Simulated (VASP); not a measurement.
# BN (P1) in VASP: a series of runs

The runs below take BN through single point, with PBEsol.

Everything below comes from runs of VASP 6.6.1. Logs are shortened: lines on timing, memory, paths and dates and some standing lists are left out, and cuts for length are marked.

**1. The cell of the first run**

The typed cell holds 2 atoms: a = 2.541 Å, b = 2.541 Å, c = 3.317 Å, α = 101.11°, β = 101.11°, γ = 119.81°.

**2. Single point, PBEsol**

INCAR

```
PREC = Accurate
ENCUT = 520
EDIFF = 1E-7
ISMEAR = -1
SIGMA = 0.01
LREAL = False
LASPH = True
NELM = 80
ALGO = Normal
ISIF = 2
LWAVE = False
LCHARG = False
GGA = PS
NBANDS = 11
```

KPOINTS

```
regular mesh
0
Gamma
  10 10 6
```

POSCAR

```
BN
1.0
    2.5410453243      0.0000000000      0.0000000000
   -1.2631169735      2.2048689025      0.0000000000
   -0.6389641754     -1.1024349578      3.0623148244
B N
1 1
Direct
    0.9796430000      0.9834990000      0.0018060000
    0.6685060000      0.3323850000      0.9849990000
```

Potentials or basis: VASP PAW PBE potentials, release 64 (B, N).

Run with:

```bash
cat potpaw_PBE.64/B/POTCAR potpaw_PBE.64/N/POTCAR > POTCAR
mpirun -np 1 vasp_std > vasp.out
```

OUTCAR:

```text
PREC = Accurate
   ENCUT = 520
   EDIFF = 1E-7
   ISMEAR = -1
   LREAL = False
   LASPH = True
   NELM = 80
   ISIF = 2
   GGA = PS

 ion  position               nearest neighbor table
   1  0.980  0.983  0.002-   2 1.42   2 1.45   2 1.54
   2  0.669  0.332  0.985-   1 1.42   1 1.45   1 1.54

  LATTYP: Found a face centered orthorhombic cell.
 ALAT       =     2.5484402577
 B/A-ratio  =     1.7253462546
 C/A-ratio  =     2.4032855510

  Lattice vectors:

 A1 = (  -1.9020811489,   1.1024339447,   3.0623148244)
 A2 = (   0.6389641754,   1.1024339447,   3.0623148244)
 A3 = (  -1.2631169735,   2.2048689025,   0.0000000000)

Analysis of symmetry for initial positions (statically):
=====================================================================
 Subroutine PRICEL returns:
 Original cell was already a primitive cell.

 Routine SETGRP: Setting up the symmetry group for a
 face centered orthorhombic supercell.

 Subroutine GETGRP returns: Found  1 space group operations
 (whereof  1 operations were pure point group operations)
 out of a pool of  8 trial point group operations.

The static configuration has the point symmetry C_1 .

Analysis of symmetry for dynamics (positions and initial velocities):
=====================================================================
 Subroutine PRICEL returns:
 Original cell was already a primitive cell.

 Routine SETGRP: Setting up the symmetry group for a
 face centered orthorhombic supercell.

 Subroutine GETGRP returns: Found  1 space group operations
 (whereof  1 operations were pure point group operations)
 out of a pool of  8 trial point group operations.

The dynamic configuration has the point symmetry C_1 .

 Subroutine INISYM returns: Found  1 space group operations
 (whereof  1 operations are pure point group operations),
 and found     1 'primitive' translations

----------------------------------------------------------------------------------------

                                     Primitive cell

  volume of cell :      17.1571

  direct lattice vectors                    reciprocal lattice vectors
     2.541045324  0.000000000  0.000000000     0.393538828  0.225449038  0.163275216
    -1.263116974  2.204868902  0.000000000     0.000000000  0.453541704  0.163275254
    -0.638964175 -1.102434958  3.062314824     0.000000000  0.000000000  0.326550357

  length of vectors
     2.541045324  2.541045329  3.316837370     0.482036176  0.482036188  0.326550357

  position of ions in fractional coordinates (direct lattice)
     0.979643000  0.983499000  0.001806000
     0.668506000  0.332385000  0.984999000

  ion indices of the primitive-cell ions
   primitive index   ion index
                 1           1
                 2           2

----------------------------------------------------------------------------------------

 KPOINTS: regular mesh

Automatic generation of k-mesh.
 Grid dimensions read from file:
 generate k-points for:   10   10    6

 Generating k-lattice:

  Cartesian coordinates                     Fractional coordinates (reciprocal lattice)
     0.039353883  0.022544904  0.016327522     0.100000000  0.000000000  0.000000000
     0.000000000  0.045354170  0.016327525     0.000000000  0.100000000 -0.000000000
     0.000000000  0.000000000  0.054425060     0.000000000  0.000000000  0.166666667

  Length of vectors
     0.048203618  0.048203619  0.054425060

  Shift w.r.t. Gamma in fractional coordinates (k-lattice)
     0.000000000  0.000000000  0.000000000

 -----------------------------------------------------------------------------
|                                                                             |
|           W    W    AA    RRRRR   N    N  II  N    N   GGGG   !!!           |
|           W    W   A  A   R    R  NN   N  II  NN   N  G    G  !!!           |
|           W    W  A    A  R    R  N N  N  II  N N  N  G       !!!           |
|           W WW W  AAAAAA  RRRRR   N  N N  II  N  N N  G  GGG   !            |
|           WW  WW  A    A  R   R   N   NN  II  N   NN  G    G                |
|           W    W  A    A  R    R  N    N  II  N    N   GGGG   !!!           |
|                                                                             |
|     Your reciprocal lattice and k-lattice belong to different lattice       |
|     classes:                                                                |
|                                                                             |
|        The reciprocal lattice is body-centered orthorhombic,                |
|        whereas your k-lattice is base-centered monoclinic.                  |
|                                                                             |
|     Results are often still useful ...                                      |
|                                                                             |
 -----------------------------------------------------------------------------

 WARNING: IBZKPT: internal override: KBLOWUP is changed to .FALSE.
      ... skipping the blow-up phase ...

 Subroutine IBZKPT returns following result:
 ===========================================

 Found    304 irreducible k-points:

 Following reciprocal coordinates:
            Coordinates               Weight
  0.000000  0.000000  0.000000      1.000000
  0.100000  0.000000  0.000000      2.000000
  0.200000  0.000000  0.000000      2.000000
  0.300000  0.000000  0.000000      2.000000
  0.400000  0.000000 -0.000000      2.000000
  0.500000  0.000000 -0.000000      1.000000
[... 16 lines left out ...]
 -0.400000  0.200000  0.000000      2.000000
 -0.300000  0.200000  0.000000      2.000000
 [... further k-points ...]
   k-points           NKPTS =    304   k-points in BZ     NKDIM =    304   number of bands    NBANDS=     11
   number of dos      NEDOS =    301   number of ions     NIONS =      2
   total plane-waves  NPLWV =  11200
   dimension x,y,z NGX =    20 NGY =   20 NGZ =   28
   dimension x,y,z NGXF=    40 NGYF=   40 NGZF=   56
   ions per type =               1   1
   NGX,Y,Z   is equivalent  to a cutoff of  13.08, 13.08, 14.03 a.u.
   NGXF,Y,Z  is equivalent  to a cutoff of  26.17, 26.17, 28.07 a.u.
 SYSTEM =  unknown system
   PREC   = accura    normal or accurate (medium, high low for compatibility)
   ISTART =      0    job   : 0-new  1-cont  2-samecut
   ICHARG =      2    charge: 1-file 2-atom 10-const
   ISPIN  =      1    spin polarized calculation?
   LNONCOLLINEAR =      F non collinear calculations
   LSORBIT =      F    spin-orbit coupling
   LASPH  =      T    aspherical Exc in radial PAW
   ENCUT  =  520.0 eV  38.22 Ry    6.18 a.u.   4.72  4.72  6.17*2*pi/ulx,y,z
   NELM   =     80;   NELMIN=  2; NELMDL= -5     # of ELM steps
   EDIFF  = 0.1E-06   stopping-criterion for ELM
   LREAL  =      F    real-space projection
   EDIFFG = 0.1E-05   stopping-criterion for IOM
   NSW    =      0    number of steps for IOM
   IBRION =     -1    ionic relax: 0-MD 1-quasi-New 2-CG
   NFREE  =      0    steps in history (QN), initial steepest desc. (CG)
   ISIF   =      2    stress and relaxation
   ISYM   =      2    0-nonsym 1-usesym 2-fastsym
   POTIM  = 0.5000    time-step for ionic-motion
   TEBEG  =    0.0;   TEEND  =   0.0 temperature during run
   PSTRESS=    0.0 pullay stress
   NELECT =       8.0000    total number of electrons
   NUPDOWN=      -1.0000    fix difference up-down
   EMIN   =  10.00;   EMAX   =-10.00  energy-range for DOS
   EFERMI =   0.00;   METHOD = LEGACY
   ISMEAR =    -1;   SIGMA  =   0.01  broadening in eV -4-tet -1-fermi 0-gaus
   EFERMI_NEDOS =   21; number of points for ismear=-14 and -15
   IALGO  =     38    algorithm
   IMIX   =      4    mixing-type and parameters
     AMIX     =   0.40;   BMIX     =  1.00
     AMIX_MAG =   1.60;   BMIX_MAG =  1.00
  volume/ion in A,a.u.               =       8.58        57.89
  Fermi-wavevector in a.u.,A,eV,Ry     =   1.269472  2.398954 21.926596  1.611559
  Thomas-Fermi vector in A             =   2.402511
   LORBIT       =      0    0 simple, 1 ext, 2 COOP (PROOUT), +10 PAW based schemes
   GGA     = PS    functional components
   LHFCALC =     F    Hartree Fock is set to
   AEXX    =    0.0000 exact exchange contribution
   IVDW    =     0    specifies the selected vdW correction
   LEPSILON=     F    determine dielectric tensor
   LRPA    =     F    only Hartree local field effects (RPA)
 non-spin polarized calculation
  energy-cutoff  :      520.00
  volume of cell :       17.16
 maximum number of plane-waves:       478
   NGX =  9   NGY =  9   NGZ = 13

 number of electron       8.0000000 magnetization

 Free energy of the ion-electron system (eV)
  ---------------------------------------------------
  ext. energy  EPLUGINS =         0.00000000
  ---------------------------------------------------
  free energy    TOTEN  =       -18.12505880 eV

  energy without entropy =      -18.12505880  energy(sigma->0) =      -18.12505880

 E-fermi :   3.2096     XC(G=0): -10.7447

 val. band max:        3.0201526708   @ k =   0.4000   0.4000   0.1667
 cond. band min:       5.7502193164   @ k =   0.5000   0.5000   0.5000
 fundamental gap:      2.7300666456
 Fermi energy:         3.2096154707

 k-point     1 :       0.0000    0.0000    0.0000
  band No.  band energies     occupation
      1     -14.9506      2.00000
      2      -0.6555      2.00000
      3       0.5680      2.00000
      4       2.1499      2.00000
      5       8.1744      0.00000
      6      12.8834      0.00000
      7      14.9344      0.00000
      8      15.4286      0.00000
      9      17.1970      0.00000
     10      27.4427      0.00000
     11      29.5474      0.00000

 k-point     2 :       0.1000    0.0000    0.0000
  band No.  band energies     occupation
      1     -14.7438      2.00000
      2      -0.5517      2.00000
      3       0.2681      2.00000
      4       1.2619      2.00000
      5       8.7017      0.00000
      6      13.0010      0.00000
      7      14.7833      0.00000
      8      15.6892      0.00000
      9      17.6589      0.00000
     10      26.6478      0.00000
     11      28.0226      0.00000

 k-point     3 :       0.2000    0.0000    0.0000
  band No.  band energies     occupation
      1     -14.1421      2.00000
      2      -0.8924      2.00000
      3      -0.3202      2.00000
      4      -0.1651      2.00000
      5       9.8402      0.00000
      6      12.9064      0.00000
      7      13.4907      0.00000
      8      17.6528      0.00000
      9      18.9030      0.00000
     10      23.5573      0.00000
     11      27.9290      0.00000

 k-point     4 :       0.3000    0.0000    0.0000
  band No.  band energies     occupation
      1     -13.2179      2.00000
      2      -3.1063      2.00000
      3      -1.0571      2.00000
      4       0.3887      2.00000
      5      10.1220      0.00000
      6      11.7972      0.00000
      7      13.9568      0.00000
      8      19.9637      0.00000
      9      20.5417      0.00000
     10      21.8882      0.00000
     11      26.6601      0.00000

 k-point     5 :       0.4000    0.0000   -0.0000
  band No.  band energies     occupation
      1     -12.1848      2.00000
      2      -5.0400      2.00000
      3      -1.5638      2.00000
      4       1.0948      2.00000
      5       8.5356      0.00000
      6      11.9646      0.00000
      7      15.3238      0.00000
      8      19.9038      0.00000
      9      22.3425      0.00000
     10      22.9815      0.00000
     11      25.8468      0.00000
[... 211 lines left out ...]
 k-point    21 :       0.4000    0.2000    0.0000
  band No.  band energies     occupation
      1     -11.3590      2.00000
      2      -5.4287      2.00000
      3      -3.4303      2.00000
      4       2.0287      2.00000
      5       7.8023      0.00000
      6      13.8063      0.00000
      7      16.0782      0.00000
      8      18.3166      0.00000
      9      21.3114      0.00000
     10      23.6703      0.00000
     11      26.1783      0.00000

 k-point    22 :       0.5000    0.2000    0.0000
  band No.  band energies     occupation
      1     -11.8491      2.00000
      2      -4.8304      2.00000
      3      -3.1345      2.00000
      4       1.9020      2.00000
      5       8.5625      0.00000
      6      13.5238      0.00000
      7      15.4456      0.00000
      8      17.8243      0.00000
      9      20.3824      0.00000
     10      23.8623      0.00000
     11      26.5575      0.00000

 k-point    23 :      -0.4000    0.2000    0.0000
  band No.  band energies     occupation
      1     -12.7884      2.00000
      2      -3.7062      2.00000
      3      -2.0817      2.00000
      4       1.3139      2.00000
      5      10.1287      0.00000
      6      12.3861      0.00000
      7      14.3140      0.00000
      8      18.1764      0.00000
      9      20.1072      0.00000
     10      22.5789      0.00000
     11      26.8162      0.00000

 k-point    24 :      -0.3000    0.2000    0.0000
  band No.  band energies     occupation
      1     -13.6447      2.00000
      2      -2.6355      2.00000
      3      -0.5612      2.00000
      4       0.7026      2.00000
      5      10.2595      0.00000
      6      12.3862      0.00000
      7      13.4923      0.00000
      8      18.1438      0.00000
      9      20.1711      0.00000
     10      22.4629      0.00000
     11      27.1453      0.00000

 [... further k-points ...]
[... 5 lines left out ...]
  --------------------------------------------------------------------------------------
  -------------------------------------------------------------------------------------
  Total       -1.9951701     -1.0012611      0.4235353     -0.4100386      0.1131542      0.0510414
  in kB     -186.3139978    -93.5002743     39.5507871    -38.2904366     10.5666243      4.7663754
  external PRESSURE =     -80.0878283 kB  Pullay stress =       0.0000000 kB

 VOLUME and BASIS-vectors are now :
 -----------------------------------------------------------------------------
  energy-cutoff  :      520.00
  volume of cell :       17.16
      direct lattice vectors                 reciprocal lattice vectors
     2.541045324  0.000000000  0.000000000     0.393538828  0.225449038  0.163275216
    -1.263116974  2.204868902  0.000000000     0.000000000  0.453541704  0.163275254
    -0.638964175 -1.102434958  3.062314824     0.000000000  0.000000000  0.326550357

 POSITION                                       TOTAL-FORCE (eV/Angst)
 -----------------------------------------------------------------------------------
      1.24589      2.16650      0.00553         1.513819      1.903635     -0.608067
      0.64948     -0.35303      3.01638        -1.513819     -1.903635      0.608067
 -----------------------------------------------------------------------------------
    total drift:                               -0.000088     -0.000058      0.000045

  FREE ENERGIE OF THE ION-ELECTRON SYSTEM (eV)
  ---------------------------------------------------
  free  energy   TOTEN  =       -18.1250587991 eV

  energy  without entropy=      -18.1250587991  energy(sigma->0) =      -18.12505880
```

It took 40 s on 1 thread of AMD EPYC 7R13 (Zen 3), shared host; peak memory 0.14 GiB.

What came out:

| Item | Value |
| --- | --- |
| Free energy | -18.1251 eV |
| Pressure | -8.0 GPa |
| Largest force | 2.507 eV/Å |
| Band gap on the k mesh | 2.73 eV, indirect (least direct gap 4.43 eV) |

Forces on the atoms (eV/Å):
```
B    1.514  1.904 -0.608
N   -1.514 -1.904  0.608
```

Levels at points of the mesh, in eV from the valence-band top:
```tsv
k point	band 2	band 3	band 4	band 5	band 6	band 7
(0.00, 0.00, 0.00)	-3.68	-2.45	-0.87	5.15	9.86	11.91
(0.50, 0.00, 0.00)	-8.92	-4.76	-1.55	4.73	8.99	13.17
(0.00, 0.50, 0.00)	-9.19	-4.03	-1.04	3.64	9.13	13.44
(0.50, 0.50, 0.00)	-9.36	-4.18	-0.15	6.01	8.58	12.01
(0.00, 0.00, 0.50)	-6.84	-2.47	-0.91	9.55	10.28	11.70
(0.50, 0.00, 0.50)	-8.92	-4.76	-1.45	4.41	9.03	13.39
(0.00, 0.50, 0.50)	-9.18	-4.03	-1.13	3.86	9.07	13.33
(0.50, 0.50, 0.50)	-8.84	-4.32	-2.14	2.73	8.68	14.93
```

Caveat: the PAW data sets were made with another functional, which shifts forces and pressure a little.

**3. Single point, PBEsol**

This run uses another cell than the first one, of 8.91 Å³/atom, 1.038 times its volume.

INCAR

```
ALGO = Normal ; EDIFF = 1E-7
ENCUT = 520 ; GGA = PS
ISIF = 2 ; ISMEAR = -1
LASPH = True ; LCHARG = True
LELF = True ; LREAL = False
LVHAR = True ; LWAVE = False
NBANDS = 11 ; NELM = 60
PREC = Accurate ; SIGMA = 0.01
```

KPOINTS

```
k-points
0
Gamma
  10 10 6
```

POSCAR

```
BN
1.0
    2.5732138700      0.0000000000      0.0000000000
   -1.2791074935      2.2327815986      0.0000000000
   -0.6470531882     -1.1163913123      3.1010824187
B N
1 1
Direct
    0.9796430000      0.9834990000      0.0018060000
    0.6685060000      0.3323850000      0.9849990000
```

Potentials or basis: VASP PAW PBE potentials, release 64 (B, N).

Run with:

```bash
cat potpaw_PBE.64/B/POTCAR potpaw_PBE.64/N/POTCAR > POTCAR
mpirun -np 1 vasp_std > vasp.out
```

Run time: 41 s. Hardware: 1 thread of AMD EPYC 7R13 (Zen 3), shared host; peak memory 0.14 GiB.

It converged, with:

```
Free energy            : -18.0752 eV
Pressure               : -16.3 GPa
Largest force          : 2.299 eV/Å
Band gap on the k mesh : 2.75 eV, indirect (least direct gap 4.34 eV)
```

Forces on the atoms (eV/Å):
```
B    1.375  1.732 -0.627
N   -1.375 -1.732  0.627
```

Stress tensor (GPa, compression positive):
```
-29.21  -2.61   0.41
 -2.61 -22.71   0.94
  0.41   0.94   3.12
```

Levels at points of the mesh, in eV from the valence-band top:
```
           k point  band 1  band 2  band 3  band 4  band 5  band 6  band 7  band 8  band 9
(0.00, 0.00, 0.00)  -17.71   -3.55   -2.45   -0.90    5.03    9.60   11.61   11.98   13.58
(0.50, 0.00, 0.00)  -14.54   -8.73   -4.68   -1.48    4.67    8.62   12.91   16.22   19.23
(0.00, 0.50, 0.00)  -14.67   -9.03   -3.96   -0.99    3.61    8.78   13.17   16.37   19.21
(0.50, 0.50, 0.00)  -14.75   -9.18   -4.11   -0.14    5.86    8.24   11.80   13.96   19.28
(0.00, 0.00, 0.50)  -17.20   -6.57   -2.47   -0.94    9.26    9.96   11.06   11.62   16.93
(0.50, 0.00, 0.50)  -14.54   -8.74   -4.68   -1.39    4.36    8.66   13.10   16.49   19.56
(0.00, 0.50, 0.50)  -14.67   -9.02   -3.96   -1.07    3.81    8.72   13.08   16.19   19.44
(0.50, 0.50, 0.50)  -14.46   -8.69   -4.24   -2.03    2.75    8.35   14.61   18.22   19.66
```

Caveat: the PAW data sets were made with another functional, which shifts forces and pressure a little.

(Continued in part 2 of 2.)
